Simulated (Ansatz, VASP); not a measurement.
# Two plane-wave programs on H

```
H
1.0
     8.00000    0.00000    0.00000
     0.00000    8.00000    0.00000
     0.00000    0.00000    8.00000
H
2
Direct
  0.50000 0.50000 0.40000
  0.50000 0.50000 0.60000
```

Alike in both runs: task single point; functional PBE; k mesh 1 × 1 × 1; no spin polarisation.

|  | VASP | Ansatz |
| --- | --- | --- |
| version | VASP 6.6.1 | Ansatz 0.2.0 |
| potentials or method | VASP PAW PBE potentials, release 64 (H), cutoff 400 eV | scalar-relativistic, plane waves, PAW |
| occupations | gaussian, width 0.01 eV | fixed |
| valence electrons in the cell | 2 | 2 |

Ansatz gave:

- gap on the k mesh at the Fermi level (eV): 4.22
- rms of the force components (eV/Å): 2.176

What did VASP give for the same quantities?

gap on the k mesh at the Fermi level (eV): 4.22; rms of the force components (eV/Å): 2.173.

Atom by atom the forces differ by 0.002 eV/Å (rms over components).
